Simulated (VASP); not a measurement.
Here is a VASP 6.6.1 calculation.

Contents of INCAR:

```
SYSTEM = CuO
PREC = Accurate
ENCUT = 820
EDIFF = 1E-6
ISMEAR = 0
SIGMA = 0.05
LREAL = .False.
LASPH = .True.
NELM = 200
ALGO = Normal
ISIF = 2
LWAVE = .False.
LCHARG = .True.
ISPIN = 2
MAGMOM = 1 0
LORBIT = 11
LMAXMIX = 4
LDAU = .True.
LDAUTYPE = 2
LDAUL = 2 -1
LDAUU = 6 0
LDAUJ = 0 0
LDAUPRINT = 1
LELF = .True.
LVHAR = .True.
NBANDS = 24
GGA_COMPAT = .False.
```

Contents of KPOINTS:

```
regular mesh
0
Gamma
  8 8 7
  0 0 0
```

File POSCAR:

```
CuO
1.0
    2.8363251100      0.0000000000      0.0000000000
   -1.4181625500      2.4563296000      0.0000000000
    0.0000000000      0.0000000000      2.7681127800
Cu O
1 1
Direct
    0.0000000000      0.0000000000      0.0000000000
    0.6666666667      0.3333333333      0.5000000000
```

Potentials or basis: VASP PAW LDA potentials, release 64 (Cu_sv_GW, O).

Command:

```bash
$ cat potpaw_LDA.64/Cu_sv_GW/POTCAR potpaw_LDA.64/O/POTCAR > POTCAR
$ mpirun -np 1 vasp_std > vasp.out
```

(1) Estimate the net moment.

(2) Estimate the pressure.

Answers

(1) 1.00 μB per cell.

(2) -16.4 GPa.

Caveat: the stress differs along the axes, from -25 to -12 GPa; a cell with one magnetic atom can't hold antiferromagnetic order, which such compounds often take.
